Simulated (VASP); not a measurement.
A run of VASP 6.6.1 is set up as follows.

The input INCAR:

```
SYSTEM = As
PREC = Accurate ; ENCUT = 600
EDIFF = 1E-6 ; ISMEAR = -1
SIGMA = 0.05 ; LREAL = .False.
LASPH = .True. ; NELM = 120
ALGO = Normal ; ISIF = 2
LWAVE = .False. ; LCHARG = .False.
NBANDS = 22 ; GGA_COMPAT = .False.
```

KPOINTS

```
regular mesh
0
Gamma
  9 9 9
  0 0 0
```

File POSCAR:

```
As
1.0
    1.9055470646      1.1001681106      3.5603049553
   -1.9055470646      1.1001681106      3.5603049553
    0.0000000000     -2.2003362214      3.5603049553
As
2
Direct
    0.2260000000      0.2260000000      0.2260000000
    0.7740000000      0.7740000000      0.7740000000
```

Potentials or basis: VASP PAW LDA potentials, release 64 (As_d).

Launch:

```bash
$ cat potpaw_LDA.64/As_d/POTCAR > POTCAR
$ mpirun -np 1 vasp_std > vasp.out
```

(1) What does it give for the largest force?

(2) Predict the band gap on the k mesh.

## Answers

(1) 0.048 eV/Å.

(2) zero (band 15 reaches 3.32 eV, above the bottom of band 16 at 3.23 eV).
